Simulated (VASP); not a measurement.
Si:

```
CELL_PARAMETERS angstrom
0.00000 2.72212 2.72212
2.72212 0.00000 2.72212
2.72212 2.72212 0.00000
ATOMIC_POSITIONS crystal
Si 0.00000 0.00000 0.00000
Si 0.25000 0.25000 0.25000
```

Program: VASP 6.6.1. Alike in all runs: task single point; potentials or basis VASP PAW PBE potentials, release 64 (Si); no spin polarisation; cell as given; cutoff (eV) 500.

Order these runs on this cell by their pressure, lowest first.
A. level PBE; k mesh 6 × 6 × 6; smearing methfessel-paxton 0.001 eV
B. level PBE+D4; k mesh 6 × 6 × 6; smearing gaussian 0.01 eV
C. level PBE; k mesh 2 × 2 × 2; smearing gaussian 0.01 eV

B (-1.3 GPa), A (1.3 GPa), C (9.0 GPa).

Caveats: some runs use coarse meshes.
